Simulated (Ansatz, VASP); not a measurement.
One calculation of BN, two programs

The input POSCAR:

```
BN
1.0
    2.6560971858      0.0000000000      0.0000000000
   -1.3280485929      2.3002476378      0.0000000000
    0.0000000000      0.0000000000      3.8887066000
B N
2 2
Direct
    0.6666666667      0.3333333333      0.9997240000
    0.3333333333      0.6666666667      0.4997240000
    0.6666666667      0.3333333333      0.6252760000
    0.3333333333      0.6666666667      0.1252760000
```

The input INCAR.step1:

```
ALGO = Normal
EDIFF = 1E-4
ENCUT = 520
GGA = PE
ISMEAR = 0
LASPH = True
LCHARG = False
LREAL = False
LWAVE = True
NBANDS = 16
NELM = 100
PREC = Accurate
SIGMA = 0.05
```

File INCAR.step2:

```
ALGO = Normal
EDIFF = 1E-6
ENCUT = 520
ISIF = 2
ISMEAR = 0
ISTART = 1
LASPH = True
LCHARG = True
LELF = True
LMIXTAU = True
LREAL = False
LVHAR = True
LWAVE = False
METAGGA = R2SCAN
NBANDS = 16
NELM = 100
PREC = Accurate
SIGMA = 0.05
```

Contents of KPOINTS:

```
k-points
0
Gamma
  12 12 6
```

Input for Ansatz:

```yaml
crystal:
  lattice:
    - [2.6560971858, 0.0, 0.0]
    - [-1.3280485929, 2.3002476378, 0.0]
    - [0.0, 0.0, 3.8887066]
  atoms:
    - { symbol: B, position: [0.6666666667, 0.3333333333, 0.999724] }
    - { symbol: B, position: [0.3333333333, 0.6666666667, 0.499724] }
    - { symbol: "N", position: [0.6666666667, 0.3333333333, 0.625276] }
    - { symbol: "N", position: [0.3333333333, 0.6666666667, 0.125276] }
basis:
  ecutwfc: 500
kpoints:
  mp_grid: { grid: [12, 12, 6] }
hamiltonian:
  xc: r2scan
scf:
  occupations: { method: gaussian, width: 0.05 }
output:
  forces: true
  stress: true
  eigenvalues: true
```

Change from the starting cell: strain +0.040 along x and y, -0.080 along z, atoms carried along.

Alike in both runs: task single point; functional r2SCAN; k mesh 12 × 12 × 6; occupations gaussian, width 0.05 eV; no spin polarisation.

|  | VASP | Ansatz |
| --- | --- | --- |
| version | VASP 6.6.1 | Ansatz 0.2.0 |
| potentials or method | VASP PAW PBE potentials, release 64 (B, N), cutoff 520 eV | scalar-relativistic, plane waves, PAW |
| valence electrons in the cell | 16 | 16 |

|  | VASP | Ansatz | Ansatz less VASP |
| --- | --- | --- | --- |
| gap on the k mesh at the Fermi level (eV) | 5.90 | 5.92 | +0.014 |
| least direct gap on the mesh (eV) | 7.52 | 7.53 | +0.014 |
| pressure (GPa) | 6.8 | 5.7 | -1.09 |
| traceless stress, the component that is largest in VASP (GPa) | 86.03 | 85.67 | -0.367 |
| rms of the force components (eV/Å) | 0.455 | 0.444 | -0.0108 |

VASP's potentials were made for PBE, not for r2SCAN. Atom by atom the forces differ by 0.011 eV/Å (rms over components). With one functional, cell and mesh, what is left measures potentials, basis and numerics.
